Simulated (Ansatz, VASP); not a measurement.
## NaCl in VASP and in Ansatz

File INCAR:

```
SYSTEM = NaCl
  ALGO = Normal
  EDIFF = 1E-7
  ENCUT = 520
  GGA = PE
  ISIF = 2
  ISMEAR = 0
  LASPH = .TRUE.
  LCHARG = .TRUE.
  LELF = .TRUE.
  LREAL = .FALSE.
  LVHAR = .TRUE.
  LWAVE = .FALSE.
  NBANDS = 14
  NELM = 60
  PREC = Accurate
  SIGMA = 0.02
```

Contents of KPOINTS:

```
k-points
0
G
  8 8 8
  0 0 0
```

File POSCAR:

```
NaCl
1.0
    0.0000000000      2.6787764695      2.6787764695
    2.6787764695      0.0000000000      2.6787764695
    2.6787764695      2.6787764695      0.0000000000
Na Cl
1 1
Direct
    0.0000000000      0.0000000000      0.0000000000
    0.5000000000      0.5000000000      0.5000000000
```

Input for Ansatz:

```yaml
crystal:
  lattice:
    - [0.0, 2.6787764695, 2.6787764695]
    - [2.6787764695, 0.0, 2.6787764695]
    - [2.6787764695, 2.6787764695, 0.0]
  atoms:
    - { symbol: Na, position: [0.0, 0.0, 0.0] }
    - { symbol: Cl, position: [0.5, 0.5, 0.5] }
basis:
  ecutwfc: 420
kpoints:
  mp_grid: { grid: [8, 8, 8] }
  band_path:
    path:
      - [[0.0, 0.0, 0.0], [0.5, 0.0, 0.5], [0.625, 0.25, 0.625]]
      - [[0.375, 0.375, 0.75], [0.0, 0.0, 0.0], [0.5, 0.5, 0.5], [0.5, 0.25, 0.75], [0.5, 0.0, 0.5]]
    npoints: 12
hamiltonian:
  xc: pbe
scf:
  occupations: { method: gaussian, width: 0.02 }
  n_extra_bands: 6
output:
  forces: true
  stress: true
  eigenvalues: true
```

Alike in both runs: task single point; functional PBE; k mesh 8 × 8 × 8; occupations gaussian, width 0.02 eV; no spin polarisation.

|  | VASP | Ansatz |
| --- | --- | --- |
| version | VASP 6.6.1 | Ansatz 0.2.0 |
| potentials or method | VASP PAW PBE potentials, release 64 (Na_pv, Cl), cutoff 520 eV | scalar-relativistic, plane waves, PAW |
| valence electrons in the cell | 14 | 16 |

```csv
,VASP,Ansatz,Ansatz less VASP
gap on the k mesh at the Fermi level (eV),5.77,5.77,+0.001
least direct gap on the mesh (eV),5.77,5.77,+0.001
pressure (GPa),6.6,6.6,0.00
```

VASP's potentials hold 14 valence electrons a cell and Ansatz's 16, so a difference there can come from the potentials and not from the codes.
